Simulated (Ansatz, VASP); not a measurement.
One calculation of Mo, two programs

```xyz
1
Lattice="-1.6047 1.6047 1.6047 1.6047 -1.6047 1.6047 1.6047 1.6047 -1.6047" Properties=species:S:1:pos:R:3 pbc="T T T"
Mo    0.0000    0.0000    0.0000
```

Change from the starting cell: volume scaled by 1.04.

Alike in both runs: task single point; functional PBE; k mesh 12 × 12 × 12; occupations fermi-dirac, width 0.05 eV; no spin polarisation.

|  | VASP | Ansatz |
| --- | --- | --- |
| version | VASP 6.6.1 | Ansatz 0.2.0 |
| potentials or method | VASP PAW PBE potentials, release 64 (Mo_sv), cutoff 520 eV | all-electron LAPW, scalar-relativistic |

|  | VASP | Ansatz | Ansatz less VASP |
| --- | --- | --- | --- |
| gap on the k mesh at the Fermi level (eV) | none | none | - |
| pressure (GPa) | -10.6 | -11.0 | -0.44 |

A gap of «none» marks a metal or a gap that the smearing closes. Ansatz ran all-electron here, and VASP with PAW potentials.
